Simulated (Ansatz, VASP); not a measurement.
**Two plane-wave programs on Mo**

```
CELL_PARAMETERS angstrom
0.00000 -3.14200 0.00000
-3.14200 0.00000 0.00000
0.00000 0.00000 -3.14200
ATOMIC_POSITIONS crystal
Mo 0.50000 0.50000 0.42839
Mo 0.00000 0.00000 0.07161
```

Change from the starting cell: mode 4 (156.8 1/cm) frozen in, largest displacement +0.225 Å.

Alike in both runs: task single point; functional PBEsol; k mesh 16 × 16 × 16; occupations gaussian, width 0.15 eV; no spin polarisation.

```csv
,VASP,Ansatz
version,VASP 6.6.1,Ansatz 0.2.0
potentials or method,"VASP PAW PBE potentials, release 64 (Mo_sv), cutoff 520 eV","scalar-relativistic, plane waves, PAW"
valence electrons in the cell,28,28
```

|  | VASP | Ansatz | Ansatz less VASP |
| --- | --- | --- | --- |
| gap on the k mesh at the Fermi level (eV) | none | none | - |
| pressure (GPa) | 11.9 | 11.1 | -0.83 |
| traceless stress, the component that is largest in VASP (GPa) | -7.85 | -7.60 | +0.246 |
| rms of the force components (eV/Å) | 1.910 | 1.881 | -0.0291 |

VASP's potentials were made for PBE, not for PBEsol. Atom by atom the forces differ by 0.029 eV/Å (rms over components). A gap of «none» marks a metal or a gap that the smearing closes.
